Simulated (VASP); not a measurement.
Ga:

```
CELL_PARAMETERS angstrom
3.86719 -2.35725 0.00000
3.86719 2.35725 0.00000
0.00000 0.00000 4.54732
ATOMIC_POSITIONS crystal
Ga 0.66555 0.00969 0.25000
Ga 0.00969 0.66555 0.75000
Ga 0.33445 0.99031 0.75000
Ga 0.99031 0.33445 0.25000
```

Base run:

```yaml
Program: VASP 6.6.1
Functional: PBE
Potentials_or_basis: VASP PAW PBE potentials, release 64 (Ga_d)
Cutoff: 520 eV
k_mesh: 7 × 7 × 6
Occupations: fermi-dirac, width 0.05 eV
Spin: no spin polarisation
```

Its results: band gap on the k mesh zero (band 26 reaches 4.96 eV, above the bottom of band 27 at 4.25 eV); pressure 1.1 GPa; largest force 0.022 eV/Å.

The run is repeated on the same cell with these changes: functional from PBE to PBEsol. What comes out?

Band gap on the k mesh zero (band 26 reaches 4.79 eV, above the bottom of band 27 at 4.09 eV); pressure -2.2 GPa; largest force 0.024 eV/Å.

PBEsol binds more tightly than PBE, so the same cell stands under less pressure.

Caveats: the PAW data sets were made with another functional, which shifts forces and pressure a little (some runs).
